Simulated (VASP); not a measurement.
# Y2Si3O (P-6m2) in VASP: further runs

The runs below take Y2Si3O through single point, with PBE.

Everything below comes from runs of VASP 6.6.1. Logs are shortened: lines on timing, memory, paths and dates and some standing lists are left out, and cuts for length are marked.

**1. The cell of the first run**

It takes space group P-6m2 (No. 187, hexagonal). Conventional cell: a = 4.621 Å, b = 4.621 Å, c = 5.987 Å, α = 90.00°, β = 90.00°, γ = 120.00°. Y (site symmetry -6m2) has 2 Y at 2.99 Å and 12 Si at 3.80 Å within 3.9 Å. Within 3.1 Å of Y (site symmetry -6m2) lie 6 Si at 2.34 Å and 3 O at 2.67 Å and 2 Y at 2.99 Å. Si (site symmetry mm2) has 2 Si at 1.62 Å and 1 O at 1.73 Å within 2.2 Å. O (site symmetry -6m2) has 3 Si at 1.73 Å within 2.3 Å.

**2. Single point, PBE**

The input, INCAR:

```
SYSTEM = Y2Si3O
PREC = Accurate
ENCUT = 520
EDIFF = 1E-6
ISMEAR = 0
SIGMA = 0.1
LREAL = .False.
LASPH = .True.
NELM = 100
ALGO = Normal
ISIF = 2
LWAVE = .False.
LCHARG = .False.
GGA = PE
NBANDS = 29
```

The input, KPOINTS:

```
regular mesh
0
Gamma
  6 6 4
  0 0 0
```

The input, POSCAR:

```
Y2Si3O
1.0
    4.6212036500      0.0000000000      0.0000000000
   -2.3106018300      4.0020797600      0.0000000000
    0.0000000000      0.0000000000      5.9866384900
Y Si O
2 3 1
Direct
    0.0000000000      0.0000000000      0.0000000000
    0.0000000000      0.0000000000      0.5000000000
    0.4505421400      0.5494578600      0.5000000000
    0.4505421400      0.9010842700      0.5000000000
    0.0989157300      0.5494578600      0.5000000000
    0.6666666700      0.3333333300      0.5000000000
```

Potentials or basis: VASP PAW PBE potentials, release 64 (Y_sv, Si, O).

On the command line:

```sh
> cat potpaw_PBE.64/Y_sv/POTCAR potpaw_PBE.64/Si/POTCAR potpaw_PBE.64/O/POTCAR > POTCAR
> mpirun -np 1 vasp_std > vasp.out
```

OUTCAR:

```text
SYSTEM = Y2Si3O
   PREC = Accurate
   ENCUT = 520
   EDIFF = 1E-6
   ISMEAR = 0
   LREAL = .False.
   LASPH = .True.
   NELM = 100
   ISIF = 2
   GGA = PE

 ion  position               nearest neighbor table
   1  0.000  0.000  0.000-   2 2.99   2 2.99
   2  0.000  0.000  0.500-   4 2.34   5 2.34   3 2.34   3 2.34   4 2.34   5 2.34   6 2.67   6 2.67
                             6 2.67   1 2.99   1 2.99   5 3.61   4 3.61   3 3.61
   3  0.451  0.549  0.500-   5 1.62   4 1.62   6 1.73   2 2.34   2 2.34   5 3.00   4 3.00   2 3.61

   4  0.451  0.901  0.500-   5 1.62   3 1.62   6 1.73   2 2.34   2 2.34   5 3.00   3 3.00   2 3.61

   5  0.099  0.549  0.500-   3 1.62   4 1.62   6 1.73   2 2.34   2 2.34   3 3.00   4 3.00   2 3.61

   6  0.667  0.333  0.500-   5 1.73   3 1.73   4 1.73   2 2.67   2 2.67   2 2.67

  LATTYP: Found a hexagonal cell.
 ALAT       =     4.6212036500
 C/A-ratio  =     1.2954716873

  Lattice vectors:

 A1 = (   4.6212036500,   0.0000000000,   0.0000000000)
 A2 = (  -2.3106018300,   4.0020797600,   0.0000000000)
 A3 = (   0.0000000000,   0.0000000000,   5.9866384900)

Analysis of symmetry for initial positions (statically):
=====================================================================
 Subroutine PRICEL returns:
 Original cell was already a primitive cell.

 Routine SETGRP: Setting up the symmetry group for a
 hexagonal supercell.

 Subroutine GETGRP returns: Found 12 space group operations
 (whereof 12 operations were pure point group operations)
 out of a pool of 24 trial point group operations.

The static configuration has the point symmetry D_3h.

Analysis of symmetry for dynamics (positions and initial velocities):
=====================================================================
 Subroutine PRICEL returns:
 Original cell was already a primitive cell.

 Routine SETGRP: Setting up the symmetry group for a
 hexagonal supercell.

 Subroutine GETGRP returns: Found 12 space group operations
 (whereof 12 operations were pure point group operations)
 out of a pool of 24 trial point group operations.

The dynamic configuration has the point symmetry D_3h.

 Subroutine INISYM returns: Found 12 space group operations
 (whereof 12 operations are pure point group operations),
 and found     1 'primitive' translations

----------------------------------------------------------------------------------------

                                     Primitive cell

  volume of cell :     110.7194

  direct lattice vectors                    reciprocal lattice vectors
     4.621203650  0.000000000  0.000000000     0.216393839  0.124935042  0.000000000
    -2.310601830  4.002079760  0.000000000     0.000000000  0.249870083  0.000000000
     0.000000000  0.000000000  5.986638490     0.000000000  0.000000000  0.167038648

  length of vectors
     4.621203650  4.621203655  5.986638490     0.249870083  0.249870083  0.167038648

  position of ions in fractional coordinates (direct lattice)
     0.000000000  0.000000000  0.000000000
     0.000000000  0.000000000  0.500000000
     0.450542140  0.549457860  0.500000000
     0.450542140  0.901084270  0.500000000
     0.098915730  0.549457860  0.500000000
     0.666666670  0.333333330  0.500000000

  ion indices of the primitive-cell ions
   primitive index   ion index
                 1           1
                 2           2
                 3           3
                 4           4
                 5           5
                 6           6

----------------------------------------------------------------------------------------

 KPOINTS: regular mesh

Automatic generation of k-mesh.
 Grid dimensions read from file:
 generate k-points for:    6    6    4

 Generating k-lattice:

  Cartesian coordinates                     Fractional coordinates (reciprocal lattice)
     0.036065640  0.020822507  0.000000000     0.166666667  0.000000000  0.000000000
     0.000000000  0.041645014  0.000000000     0.000000000  0.166666667  0.000000000
     0.000000000  0.000000000  0.041759662     0.000000000  0.000000000  0.250000000

  Length of vectors
     0.041645014  0.041645014  0.041759662

  Shift w.r.t. Gamma in fractional coordinates (k-lattice)
     0.000000000  0.000000000  0.000000000

 Subroutine IBZKPT returns following result:
 ===========================================

 Found     21 irreducible k-points:

 Following reciprocal coordinates:
            Coordinates               Weight
  0.000000  0.000000  0.000000      1.000000
  0.166667 -0.000000  0.000000      6.000000
  0.333333  0.000000  0.000000      6.000000
  0.500000  0.000000  0.000000      3.000000
  0.166667  0.166667  0.000000      6.000000
  0.333333  0.166667  0.000000     12.000000
[... 13 lines left out ...]
  0.333333  0.166667  0.500000     12.000000
  0.333333  0.333333  0.500000      2.000000
   k-points           NKPTS =     21   k-points in BZ     NKDIM =     21   number of bands    NBANDS=     29
   number of dos      NEDOS =    301   number of ions     NIONS =      6
   total plane-waves  NPLWV =  62208
   dimension x,y,z NGX =    36 NGY =   36 NGZ =   48
   dimension x,y,z NGXF=    72 NGYF=   72 NGZF=   96
   ions per type =               2   3   1
   NGX,Y,Z   is equivalent  to a cutoff of  12.95, 12.95, 13.33 a.u.
   NGXF,Y,Z  is equivalent  to a cutoff of  25.90, 25.90, 26.66 a.u.
 SYSTEM =  Y2Si3O
   PREC   = accura    normal or accurate (medium, high low for compatibility)
   ISTART =      0    job   : 0-new  1-cont  2-samecut
   ICHARG =      2    charge: 1-file 2-atom 10-const
   ISPIN  =      1    spin polarized calculation?
   LNONCOLLINEAR =      F non collinear calculations
   LSORBIT =      F    spin-orbit coupling
   LASPH  =      T    aspherical Exc in radial PAW
   ENCUT  =  520.0 eV  38.22 Ry    6.18 a.u.   8.59  8.59 11.13*2*pi/ulx,y,z
   NELM   =    100;   NELMIN=  2; NELMDL= -5     # of ELM steps
   EDIFF  = 0.1E-05   stopping-criterion for ELM
   LREAL  =      F    real-space projection
   EDIFFG = 0.1E-04   stopping-criterion for IOM
   NSW    =      0    number of steps for IOM
   IBRION =     -1    ionic relax: 0-MD 1-quasi-New 2-CG
   NFREE  =      0    steps in history (QN), initial steepest desc. (CG)
   ISIF   =      2    stress and relaxation
   ISYM   =      2    0-nonsym 1-usesym 2-fastsym
   POTIM  = 0.5000    time-step for ionic-motion
   TEBEG  =    0.0;   TEEND  =   0.0 temperature during run
   PSTRESS=    0.0 pullay stress
   NELECT =      40.0000    total number of electrons
   NUPDOWN=      -1.0000    fix difference up-down
   EMIN   =  10.00;   EMAX   =-10.00  energy-range for DOS
   EFERMI =   0.00;   METHOD = LEGACY
   ISMEAR =     0;   SIGMA  =   0.10  broadening in eV -4-tet -1-fermi 0-gaus
   EFERMI_NEDOS =   21; number of points for ismear=-14 and -15
   IALGO  =     38    algorithm
   IMIX   =      4    mixing-type and parameters
     AMIX     =   0.40;   BMIX     =  1.00
     AMIX_MAG =   1.60;   BMIX_MAG =  1.00
  volume/ion in A,a.u.               =      18.45       124.53
  Fermi-wavevector in a.u.,A,eV,Ry     =   1.165969  2.203361 18.496887  1.359483
  Thomas-Fermi vector in A             =   2.302488
   LORBIT       =      0    0 simple, 1 ext, 2 COOP (PROOUT), +10 PAW based schemes
   GGA     = PE    functional components
   LHFCALC =     F    Hartree Fock is set to
   AEXX    =    0.0000 exact exchange contribution
   IVDW    =     0    specifies the selected vdW correction
   LEPSILON=     F    determine dielectric tensor
   LRPA    =     F    only Hartree local field effects (RPA)
 non-spin polarized calculation
 Gauss-broadening in eV      SIGMA  =   0.10
  energy-cutoff  :      520.00
  volume of cell :      110.72
 maximum number of plane-waves:      3004
 NGX is ok and might be reduce to    36
   NGX = 17   NGY = 17   NGZ = 23

 number of electron      39.9999999 magnetization

 Free energy of the ion-electron system (eV)
  ---------------------------------------------------
  ext. energy  EPLUGINS =         0.00000000
  ---------------------------------------------------
  free energy    TOTEN  =        -9.40615376 eV

  energy without entropy =       -9.38867403  energy(sigma->0) =       -9.39741389

 E-fermi :   5.8842     XC(G=0):  -9.8093

 val. band max:        5.8758881453   @ k =   0.3333   0.1667   0.0000
 cond. band min:       5.9142229559   @ k =   0.1667   0.1667   0.0000
 fundamental gap:      0.0383348106
 Fermi energy:         5.8841955229

 k-point     1 :       0.0000    0.0000    0.0000
  band No.  band energies     occupation
      1     -37.9667      2.00000
      2     -35.0635      2.00000
      3     -18.0061      2.00000
      4     -17.9271      2.00000
      5     -17.9271      2.00000
      6     -17.7140      2.00000
[... 21 lines left out ...]
     28      10.0989      0.00000
     29      10.0989      0.00000

 k-point     2 :       0.1667   -0.0000    0.0000
  band No.  band energies     occupation
      1     -37.9665      2.00000
      2     -35.0608      2.00000
      3     -18.0048      2.00000
      4     -17.9488      2.00000
      5     -17.9288      2.00000
      6     -17.8287      2.00000
[... 21 lines left out ...]
     28      10.0655      0.00000
     29      10.2439      0.00000

 k-point     3 :       0.3333    0.0000    0.0000
  band No.  band energies     occupation
      1     -37.9660      2.00000
      2     -35.0554      2.00000
      3     -18.0824      2.00000
      4     -18.0021      2.00000
      5     -17.9322      2.00000
      6     -17.9146      2.00000
[... 21 lines left out ...]
     28      10.0418      0.00000
     29      10.0482      0.00000

 k-point     4 :       0.5000    0.0000    0.0000
  band No.  band energies     occupation
      1     -37.9657      2.00000
      2     -35.0527      2.00000
      3     -18.1636      2.00000
      4     -18.0007      2.00000
      5     -17.9339      2.00000
      6     -17.9265      2.00000
[... 21 lines left out ...]
     28       9.3232      0.00000
     29       9.5355      0.00000

 k-point     5 :       0.1667    0.1667    0.0000
  band No.  band energies     occupation
      1     -37.9661      2.00000
      2     -35.0567      2.00000
      3     -18.0368      2.00000
      4     -18.0027      2.00000
      5     -17.9336      2.00000
      6     -17.9036      2.00000
[... 21 lines left out ...]
     28      10.0947      0.00000
     29      10.4720      0.00000
[... 414 lines left out ...]
     28       9.0537      0.00000
     29       9.2213      0.00000

 k-point    19 :       0.1667    0.1667    0.5000
  band No.  band energies     occupation
      1     -37.9644      2.00000
      2     -35.0606      2.00000
      3     -18.0063      2.00000
      4     -17.9377      2.00000
      5     -17.9284      2.00000
      6     -17.8564      2.00000
[... 21 lines left out ...]
     28       9.6151      0.00000
     29      10.1794      0.00000

 k-point    20 :       0.3333    0.1667    0.5000
  band No.  band energies     occupation
      1     -37.9640      2.00000
      2     -35.0565      2.00000
      3     -18.1271      2.00000
      4     -17.9450      2.00000
      5     -17.9328      2.00000
      6     -17.8589      2.00000
[... 21 lines left out ...]
     28       8.9330      0.00000
     29       9.8465      0.00000

 k-point    21 :       0.3333    0.3333    0.5000
  band No.  band energies     occupation
      1     -37.9639      2.00000
      2     -35.0551      2.00000
      3     -18.1503      2.00000
      4     -17.9409      2.00000
      5     -17.9408      2.00000
      6     -17.8589      2.00000
[... 21 lines left out ...]
     28       8.5392      0.00000
     29      10.5224      0.00000

------------------------ aborting loop because EDIFF is reached ----------------------------------------

  FORCE on cell =-STRESS in cart. coord.  units (eV):
  Direction    XX          YY          ZZ          XY          YZ          ZX
  --------------------------------------------------------------------------------------
  -------------------------------------------------------------------------------------
  Total       93.3017604     93.3017605     -1.1942174     -0.0000001     -0.0000000     -0.0000000
  in kB     1350.1329591   1350.1329611    -17.2810489     -0.0000017     -0.0000000     -0.0000000
  external PRESSURE =     894.3282904 kB  Pullay stress =       0.0000000 kB

 VOLUME and BASIS-vectors are now :
 -----------------------------------------------------------------------------
  energy-cutoff  :      520.00
  volume of cell :      110.72
      direct lattice vectors                 reciprocal lattice vectors
     4.621203650  0.000000000  0.000000000     0.216393839  0.124935042  0.000000000
    -2.310601830  4.002079760  0.000000000     0.000000000  0.249870083  0.000000000
     0.000000000  0.000000000  5.986638490     0.000000000  0.000000000  0.167038648

 POSITION                                       TOTAL-FORCE (eV/Angst)
 -----------------------------------------------------------------------------------
      0.00000      0.00000      0.00000        -0.000000     -0.000000     -0.000000
      0.00000      0.00000      2.99332        -0.000000     -0.000000     -0.000000
      0.81247      2.19897      2.99332        32.905412    -18.997948      0.000000
      0.00000      3.60621      2.99332        -0.000000     37.995897     -0.000000
     -0.81247      2.19897      2.99332       -32.905412    -18.997948      0.000000
      2.31060      1.33403      2.99332        -0.000000     -0.000000     -0.000000
 -----------------------------------------------------------------------------------
    total drift:                               -0.000016      0.000009      0.000000

  FREE ENERGIE OF THE ION-ELECTRON SYSTEM (eV)
  ---------------------------------------------------
  free  energy   TOTEN  =        -9.4061537594 eV

  energy  without entropy=       -9.3886740291  energy(sigma->0) =       -9.39741389
```

Run time: 58 s. Hardware: 1 thread of Intel Xeon 6975P-C (Granite Rapids), shared host; peak memory 0.28 GiB.

Results:

```
Free energy            : -9.4062 eV
Pressure               : 89.4 GPa
Largest force          : 37.996 eV/Å
Band gap on the k mesh : zero (band 20 reaches 6.15 eV, above the bottom of band 21 at 5.56 eV)
```

Forces in eV/Å, atoms in the order of the input:
```
Y     0.000   0.000   0.000
Y     0.000   0.000   0.000
Si   32.905 -18.998   0.000
Si    0.000  37.996   0.000
Si  -32.905 -18.998   0.000
O     0.000   0.000   0.000
```

Caveat: forces of over 1 eV/Å act on the atoms, so gaps and moduli don't describe the material at rest.

(Continued in part 2 of 2.)
